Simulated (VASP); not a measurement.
Runs of VASP 6.6.1 on C. The structure is that of space group P6/mmm (No. 191), or close to it. The cells are those of the table. The cell was generated, and may not be a known phase.

| task | cell | k mesh | cutoff (eV) | gap on the mesh (eV) | pressure (GPa) | relaxed volume (Å³/atom) |
| --- | --- | --- | --- | --- | --- | --- |
| single point | a = 2.944, b = 2.944, c = 6.266 Å, angles 90.0, 90.0, 120.0°, 4 atoms | 18 × 18 × 8 | 520 | none | 0.1 | - |
| single point | a = 2.724, b = 2.724, c = 4.120 Å, angles 90.0, 90.0, 120.0°, 4 atoms | 9 × 9 × 4 | 520 | none | 83.5 | - |
| single point | a = 2.939, b = 2.939, c = 6.050 Å, angles 90.0, 90.0, 120.0°, 4 atoms | 9 × 9 × 4 | 520 | none | 0.1 | - |
| relaxation of cell and atoms | relaxed from a = 2.724, b = 2.724, c = 4.120 Å, angles 90.0, 90.0, 120.0°, 4 atoms | 9 × 9 × 4 | 600 | none | 0.1 | 8.70 |
| relaxation of cell and atoms | relaxed from a = 2.939, b = 2.939, c = 6.050 Å, angles 90.0, 90.0, 120.0°, 4 atoms | 18 × 18 × 8 | 600 | none | -0.1 | (a) |

Alike in all rows: level PBE; potentials or basis VASP PAW PBE potentials, release 64 (C); no spin polarisation; smearing gaussian 0.1 eV.

Task: Estimate the missing entries.

Result: (a) 11.57.

Caveats: some runs use coarse meshes; this functional lacks dispersion, which binds layers or chains, so the pressure and a relaxed spacing across them are unreliable (at least some runs); the volume moved by over 15 % at a fixed basis, so the end points are rough (at least some runs).

A gap of «none» marks levels without a gap at the run's occupations.
